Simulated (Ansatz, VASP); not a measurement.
**AlN: VASP beside Ansatz**

```
CELL_PARAMETERS angstrom
-1.56512 -2.71087 5.01798
1.56512 -2.71087 0.00000
6.73002 0.81326 8.53057
ATOMIC_POSITIONS crystal
Al 0.59928 0.99914 0.09812
Al 0.32428 0.49914 0.84812
Al 0.17428 0.49914 0.34812
Al 0.74928 0.99914 0.59812
Al 0.74512 0.24914 0.30645
Al 0.17012 0.74914 0.05645
Al 0.32012 0.74914 0.55645
Al 0.89512 0.24914 0.80645
N 0.81867 0.80836 0.19350
N 0.54367 0.30836 0.94350
N 0.39367 0.30836 0.44350
N 0.96867 0.80836 0.69350
N 0.96450 0.05836 0.40183
N 0.38950 0.55836 0.15183
N 0.53950 0.55836 0.65183
N 0.11450 0.05836 0.90183
```

Alike in both runs: task single point; functional PBE; k mesh 4 × 8 × 3; occupations gaussian, width 0.05 eV; no spin polarisation.

|  | VASP | Ansatz |
| --- | --- | --- |
| version | VASP 6.6.1 | Ansatz 0.2.0 |
| potentials or method | VASP PAW PBE potentials, release 64 (Al, N), cutoff 520 eV | scalar-relativistic, plane waves, PAW |
| valence electrons in the cell | 64 | 64 |

```tsv
	VASP	Ansatz	Ansatz less VASP
gap on the k mesh at the Fermi level (eV)	0.72	0.72	0.000
least direct gap on the mesh (eV)	0.72	0.72	0.000
pressure (GPa)	3.1	3.4	+0.25
traceless stress, the component that is largest in VASP (GPa)	12.20	12.19	-0.009
rms of the force components (eV/Å)	1.290	1.290	+0.0005
```

Atom by atom the forces differ by 0.005 eV/Å (rms over components).
